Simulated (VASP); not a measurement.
# WS2 in VASP: single point with r2SCAN

Aim: the single point of WS2 with r2SCAN.

Program: VASP 6.6.1. These are calculated values, not measurements. Logs are shortened: lines on timing, memory, paths and dates and some standing lists are left out, and cuts for length are marked.

### Step 1. The cell of the first run

The cell holds a slab with vacuum, 6 atoms: a = 3.181 Å, b = 3.181 Å, c = 23.688 Å, α = 90.00°, β = 90.00°, γ = 120.00°.

### Step 2. Single point, r2SCAN (atom 4 (S) moved +0.225 Å towards its neighbour atom 6 (S) at 3.119 Å)

POSCAR reads:

```
WS2
1.0
    3.1814117282      0.0000000000      0.0000000000
   -1.5907058641      2.7551833765      0.0000000000
    0.0000000000      0.0000000000     23.6881463475
W S
2 4
Direct
    0.3333333333      0.6666666667      0.6379434935
    0.6666666667      0.3333333333      0.3620565065
    0.3333333333      0.6666666667      0.2962425097
    0.6666666667      0.3333333333      0.5816022439
    0.3333333333      0.6666666667      0.4278961777
    0.6666666667      0.3333333333      0.7037574903
```

INCAR.step1 reads:

```
  ALGO = Normal
  EDIFF = 1E-4
  ENCUT = 520
  GGA = PE
  ISMEAR = 0
  LASPH = True
  LCHARG = False
  LREAL = False
  LWAVE = True
  NBANDS = 35
  NELM = 100
  PREC = Accurate
  SIGMA = 0.05
```

INCAR.step2 reads:

```
  ALGO = Normal
  EDIFF = 1E-6
  ENCUT = 520
  ISIF = 2
  ISMEAR = 0
  ISTART = 1
  LASPH = True
  LCHARG = False
  LMIXTAU = True
  LREAL = False
  LWAVE = False
  METAGGA = R2SCAN
  NBANDS = 35
  NELM = 100
  PREC = Accurate
  SIGMA = 0.05
```

KPOINTS reads:

```
k-points
0
Gamma
  12 12 2
```

Potentials or basis: VASP PAW PBE potentials, release 64 (W_sv, S).

Command:

```sh
$ cat potpaw_PBE.64/W_sv/POTCAR potpaw_PBE.64/S/POTCAR > POTCAR
$ cp INCAR.step1 INCAR
$ mpirun -np 1 vasp_std > vasp.out
$ cp INCAR.step2 INCAR
$ mpirun -np 1 vasp_std > vasp.out
```

OUTCAR:

```text
EDIFF = 1E-6
   ENCUT = 520
   ISIF = 2
   ISMEAR = 0
   ISTART = 1
   LASPH = True
   LREAL = False
   METAGGA = R2SCAN
   NELM = 100
   PREC = Accurate

 ion  position               nearest neighbor table
   1  0.333  0.667  0.638-   4 2.27   4 2.27   4 2.27   6 2.41   6 2.41   6 2.41
   2  0.667  0.333  0.362-   3 2.41   3 2.41   3 2.41   5 2.41   5 2.41   5 2.41
   3  0.333  0.667  0.296-   2 2.41   2 2.41   2 2.41
   4  0.667  0.333  0.582-   1 2.27   1 2.27   1 2.27
   5  0.333  0.667  0.428-   2 2.41   2 2.41   2 2.41
   6  0.667  0.333  0.704-   1 2.41   1 2.41   1 2.41

  LATTYP: Found a hexagonal cell.
 ALAT       =     3.1814117282
 C/A-ratio  =     7.4457971402

  Lattice vectors:

 A1 = (   3.1814117282,   0.0000000000,   0.0000000000)
 A2 = (  -1.5907058641,   2.7551833765,   0.0000000000)
 A3 = (   0.0000000000,   0.0000000000,  23.6881463475)

Analysis of symmetry for initial positions (statically):
=====================================================================
 Subroutine PRICEL returns:
 Original cell was already a primitive cell.

 Routine SETGRP: Setting up the symmetry group for a
 hexagonal supercell.

 Subroutine GETGRP returns: Found  6 space group operations
 (whereof  6 operations were pure point group operations)
 out of a pool of 24 trial point group operations.

The static configuration has the point symmetry C_3v.

Analysis of symmetry for dynamics (positions and initial velocities):
=====================================================================
 Subroutine PRICEL returns:
 Original cell was already a primitive cell.

 Routine SETGRP: Setting up the symmetry group for a
 hexagonal supercell.

 Subroutine GETGRP returns: Found  6 space group operations
 (whereof  6 operations were pure point group operations)
 out of a pool of 24 trial point group operations.

The dynamic configuration has the point symmetry C_3v.

 Subroutine INISYM returns: Found  6 space group operations
 (whereof  6 operations are pure point group operations),
 and found     1 'primitive' translations

----------------------------------------------------------------------------------------

                                     Primitive cell

  volume of cell :     207.6354

  direct lattice vectors                    reciprocal lattice vectors
     3.181411728  0.000000000  0.000000000     0.314325867  0.181476124  0.000000000
    -1.590705864  2.755183376  0.000000000     0.000000000  0.362952248  0.000000000
     0.000000000  0.000000000 23.688146347     0.000000000  0.000000000  0.042215207

  length of vectors
     3.181411728  3.181411728 23.688146347     0.362952248  0.362952248  0.042215207

  position of ions in fractional coordinates (direct lattice)
     0.333333333  0.666666667  0.637943494
     0.666666667  0.333333333  0.362056506
     0.333333333  0.666666667  0.296242510
     0.666666667  0.333333333  0.581602244
     0.333333333  0.666666667  0.427896178
     0.666666667  0.333333333  0.703757490

  ion indices of the primitive-cell ions
   primitive index   ion index
                 1           1
                 2           2
                 3           3
                 4           4
                 5           5
                 6           6

----------------------------------------------------------------------------------------

 KPOINTS: k-points

Automatic generation of k-mesh.
 Grid dimensions read from file:
 generate k-points for:   12   12    2

 Generating k-lattice:

  Cartesian coordinates                     Fractional coordinates (reciprocal lattice)
     0.026193822  0.015123010  0.000000000     0.083333333  0.000000000  0.000000000
     0.000000000  0.030246021  0.000000000     0.000000000  0.083333333  0.000000000
     0.000000000  0.000000000  0.021107603     0.000000000  0.000000000  0.500000000

  Length of vectors
     0.030246021  0.030246021  0.021107603

  Shift w.r.t. Gamma in fractional coordinates (k-lattice)
     0.000000000  0.000000000  0.000000000

 Subroutine IBZKPT returns following result:
 ===========================================

 Found     38 irreducible k-points:

 Following reciprocal coordinates:
            Coordinates               Weight
  0.000000  0.000000  0.000000      1.000000
  0.083333  0.000000  0.000000      6.000000
  0.166667  0.000000  0.000000      6.000000
  0.250000  0.000000  0.000000      6.000000
  0.333333  0.000000  0.000000      6.000000
  0.416667  0.000000  0.000000      6.000000
[... 16 lines left out ...]
  0.250000  0.000000  0.500000      6.000000
  0.333333  0.000000  0.500000      6.000000
 [... further k-points ...]
   k-points           NKPTS =     38   k-points in BZ     NKDIM =     38   number of bands    NBANDS=     35
   number of dos      NEDOS =    301   number of ions     NIONS =      6
   total plane-waves  NPLWV = 103680
   dimension x,y,z NGX =    24 NGY =   24 NGZ =  180
   dimension x,y,z NGXF=    48 NGYF=   48 NGZF=  360
   ions per type =               2   4
   NGX,Y,Z   is equivalent  to a cutoff of  12.54, 12.54, 12.63 a.u.
   NGXF,Y,Z  is equivalent  to a cutoff of  25.08, 25.08, 25.27 a.u.
 SYSTEM =  unknown system
   PREC   = accura    normal or accurate (medium, high low for compatibility)
   ISTART =      1    job   : 0-new  1-cont  2-samecut
   ICHARG =      0    charge: 1-file 2-atom 10-const
   ISPIN  =      1    spin polarized calculation?
   LNONCOLLINEAR =      F non collinear calculations
   LSORBIT =      F    spin-orbit coupling
   LASPH  =      T    aspherical Exc in radial PAW
   ENCUT  =  520.0 eV  38.22 Ry    6.18 a.u.   5.92  5.92 44.04*2*pi/ulx,y,z
   NELM   =    100;   NELMIN=  2; NELMDL=  0     # of ELM steps
   EDIFF  = 0.1E-05   stopping-criterion for ELM
   LREAL  =      F    real-space projection
[... 7 lines left out ...]
   TEBEG  =    0.0;   TEEND  =   0.0 temperature during run
   PSTRESS=    0.0 pullay stress
   NELECT =      52.0000    total number of electrons
   NUPDOWN=      -1.0000    fix difference up-down
   EMIN   =  10.00;   EMAX   =-10.00  energy-range for DOS
   EFERMI =   0.00;   METHOD = LEGACY
   ISMEAR =     0;   SIGMA  =   0.05  broadening in eV -4-tet -1-fermi 0-gaus
   EFERMI_NEDOS =   21; number of points for ismear=-14 and -15
   IALGO  =     38    algorithm
   IMIX   =      4    mixing-type and parameters
     AMIX     =   0.40;   BMIX     =  1.00
     AMIX_MAG =   1.60;   BMIX_MAG =  1.00
  volume/ion in A,a.u.               =      34.61       233.53
  Fermi-wavevector in a.u.,A,eV,Ry     =   1.031911  1.950029 14.488024  1.064840
  Thomas-Fermi vector in A             =   2.166082
   LORBIT       =      0    0 simple, 1 ext, 2 COOP (PROOUT), +10 PAW based schemes
   METAGGA = R2SCAN    functional components
   LHFCALC =     F    Hartree Fock is set to
   AEXX    =    0.0000 exact exchange contribution
   IVDW    =     0    specifies the selected vdW correction
   LEPSILON=     F    determine dielectric tensor
   LRPA    =     F    only Hartree local field effects (RPA)
 non-spin polarized calculation
 Gauss-broadening in eV      SIGMA  =   0.05
  energy-cutoff  :      520.00
  volume of cell :      207.64
 maximum number of plane-waves:      5630
 NGX is ok and might be reduce to    24
   NGX = 11   NGY = 11   NGZ = 89

 number of electron      51.9999999 magnetization

 Free energy of the ion-electron system (eV)
  ---------------------------------------------------
  ext. energy  EPLUGINS =         0.00000000
  ---------------------------------------------------
  free energy    TOTEN  =      -139.56567337 eV

  energy without entropy =     -139.56567337  energy(sigma->0) =     -139.56567337

 E-fermi :   1.5665     XC(G=0):  -6.3149

 val. band max:        1.3358738852   @ k =   0.0000   0.0000   0.5000
 cond. band min:       1.8090163034   @ k =   0.3333   0.3333   0.0000
 fundamental gap:      0.4731424182
 Fermi energy:         1.5664861917

 k-point     1 :       0.0000    0.0000    0.0000
  band No.  band energies     occupation
      1     -75.4127      2.00000
      2     -75.3357      2.00000
      3     -39.0643      2.00000
      4     -38.9493      2.00000
      5     -38.9493      2.00000
      6     -38.9235      2.00000
[... 27 lines left out ...]
     34       4.4040      0.00000
     35       6.0220      0.00000

 k-point     2 :       0.0833    0.0000    0.0000
  band No.  band energies     occupation
      1     -75.4113      2.00000
      2     -75.3345      2.00000
      3     -39.0595      2.00000
      4     -38.9763      2.00000
      5     -38.9555      2.00000
      6     -38.9190      2.00000
[... 27 lines left out ...]
     34       4.4120      0.00000
     35       6.4136      0.00000

 k-point     3 :       0.1667    0.0000    0.0000
  band No.  band energies     occupation
      1     -75.4075      2.00000
      2     -75.3309      2.00000
      3     -39.0548      2.00000
      4     -39.0405      2.00000
      5     -38.9723      2.00000
      6     -38.9066      2.00000
[... 27 lines left out ...]
     34       4.6981      0.00000
     35       6.8784      0.00000
[... 723 lines left out ...]
 k-point    23 :       0.2500    0.0000    0.5000
  band No.  band energies     occupation
      1     -75.4024      2.00000
      2     -75.3261      2.00000
      3     -39.1493      2.00000
      4     -39.0258      2.00000
      5     -38.9951      2.00000
      6     -38.9504      2.00000
[... 27 lines left out ...]
     34       5.2448      0.00000
     35       7.5135      0.00000

 k-point    24 :       0.3333    0.0000    0.5000
  band No.  band energies     occupation
      1     -75.3973      2.00000
      2     -75.3214      2.00000
      3     -39.2463      2.00000
      4     -39.0388      2.00000
      5     -39.0178      2.00000
      6     -39.0070      2.00000
[... 27 lines left out ...]
     34       5.7027      0.00000
     35       7.6979      0.00000

 [... further k-points ...]

------------------------ aborting loop because EDIFF is reached ----------------------------------------

  FORCE on cell =-STRESS in cart. coord.  units (eV):
  Direction    XX          YY          ZZ          XY          YZ          ZX
  --------------------------------------------------------------------------------------
  -------------------------------------------------------------------------------------
  Total        3.8324118      3.8324118      7.9314053     -0.0000000      0.0000000      0.0000000
  in kB       29.5720401     29.5720401     61.2011048     -0.0000000      0.0000000      0.0000000
  external PRESSURE =      40.1150617 kB  Pullay stress =       0.0000000 kB

 VOLUME and BASIS-vectors are now :
 -----------------------------------------------------------------------------
  energy-cutoff  :      520.00
  volume of cell :      207.64
      direct lattice vectors                 reciprocal lattice vectors
     3.181411728  0.000000000  0.000000000     0.314325867  0.181476124  0.000000000
    -1.590705864  2.755183376  0.000000000     0.000000000  0.362952248  0.000000000
     0.000000000  0.000000000 23.688146347     0.000000000  0.000000000  0.042215207

 POSITION                                       TOTAL-FORCE (eV/Angst)
 -----------------------------------------------------------------------------------
     -0.00000      1.83679     15.11170         0.000000     -0.000000      4.574120
      1.59071      0.91839      8.57645        -0.000000      0.000000      0.002066
     -0.00000      1.83679      7.01744         0.000000     -0.000000     -0.019767
      1.59071      0.91839     13.77708         0.000000     -0.000000     -5.247482
     -0.00000      1.83679     10.13607        -0.000000      0.000000      0.038051
      1.59071      0.91839     16.67071         0.000000     -0.000000      0.653011
 -----------------------------------------------------------------------------------
    total drift:                               -0.000000      0.000001     -0.001451

  FREE ENERGIE OF THE ION-ELECTRON SYSTEM (eV)
  ---------------------------------------------------
  free  energy   TOTEN  =      -139.5656733721 eV

  energy  without entropy=     -139.5656733721  energy(sigma->0) =     -139.56567337
```

It took 19 min on 1 thread of Intel Xeon Platinum 8259CL at 2.50GHz (Skylake/Cascade Lake), shared host; peak memory 0.49 GiB.

Results:

- Free energy: -139.5657 eV
- Largest force: 5.247 eV/Å
- Band gap on the k mesh: 0.47 eV (least direct gap 1.19 eV)

Forces on the atoms (eV/Å):
```
W    0.000  0.000  4.574
W    0.000  0.000  0.002
S    0.000  0.000 -0.020
S    0.000  0.000 -5.247
S    0.000  0.000  0.038
S    0.000  0.000  0.653
```

Levels at points of the mesh, in eV from the valence-band top:
```tsv
k point	band 23	band 24	band 25	band 26	band 27	band 28	band 29	band 30
(0.00, 0.00, 0.00)	-2.48	-2.48	-0.78	0.00	1.93	1.93	2.37	2.37
(0.50, 0.00, 0.00)	-2.67	-2.13	-1.79	-1.68	1.91	2.30	2.42	2.76
(0.00, 0.00, 0.50)	-2.48	-2.48	-0.78	0.00	1.93	1.93	2.37	2.37
(0.50, 0.00, 0.50)	-2.67	-2.13	-1.79	-1.68	1.91	2.30	2.42	2.76
```

Caveat: the cell differs from its parent crystal (atom 4 (S) moved +0.225 Å towards its neighbour atom 6 (S) at 3.119 Å); there is no dipole correction, which matters where the two faces differ; the PAW data sets were made with another functional, which shifts forces and pressure a little; spin-orbit coupling is left out, which moves the levels of the heavy elements.
